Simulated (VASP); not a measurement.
Ti, 1 atom in the cell. The structure is tetragonal, space group I4/mmm (No. 139). The conventional cell has a = 3.537 Å, b = 3.537 Å, c = 2.759 Å, α = 90.00°, β = 90.00°, γ = 90.00°. Ti (site symmetry 4/mmm) has 14 Ti at 2.76 to 3.54 Å within 3.6 Å.  This cell differs from its parent crystal: ratio of the length along z to the lengths across it x 0.78, volume and fractional coordinates fixed.

* Program: VASP 6.6.1
* Task: single point
* Functional: PBE
* Potentials or basis: VASP PAW PBE potentials, release 64 (Ti_sv)
* Cutoff: 520 eV
* k mesh: 28 × 28 × 28
* Occupations: gaussian, width 0.15 eV
* Spin: no spin polarisation
* Dipole correction: no
* Further INCAR settings: ALGO = Fast; EDIFF = 1e-06; NBANDS = 12

Potentials or basis: VASP PAW PBE potentials, release 64 (Ti_sv).

Run with:

```console
$ cat potpaw_PBE.64/Ti_sv/POTCAR > POTCAR
$ mpirun -np 1 vasp_std > vasp.out
```

Hardware: 1 thread of Intel Xeon 8259CL (shared host).

Problem. How long does it take, and how much memory?

Solution. It took 14 min on 1 thread of Intel Xeon 8259CL, on a shared host, peak memory 0.43 GiB. Counts: scf iterations 21, k points 1639.
